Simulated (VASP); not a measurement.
Here is a VASP 6.6.1 calculation.

INCAR

```
PREC = Accurate
ENCUT = 520
EDIFF = 1E-6
ISMEAR = 0
SIGMA = 0.1
LREAL = False
LASPH = True
NELM = 80
ALGO = Normal
ISIF = 2
LWAVE = False
LCHARG = False
GGA = PS
NBANDS = 16
```

KPOINTS

```
regular mesh
0
Gamma
  10 10 10
```

Contents of POSCAR:

```
GaSb
1.0
    0.0000000000      3.0549174075      3.0549174075
    3.0549174075      0.0000000000      3.0549174075
    3.0549174075      3.0549174075      0.0000000000
Ga Sb
1 1
Direct
    0.0000000000      0.0000000000      0.0000000000
    0.2500000000      0.2500000000      0.2500000000
```

Potentials or basis: VASP PAW PBE potentials, release 64 (Ga_d, Sb).

Launch:

```console
$ cat potpaw_PBE.64/Ga_d/POTCAR potpaw_PBE.64/Sb/POTCAR > POTCAR
$ mpirun -np 1 vasp_std > vasp.out
```

Q: Estimate the pressure.

A: 0.1 GPa.

Caveat: the PAW data sets were made with another functional, which shifts forces and pressure a little.
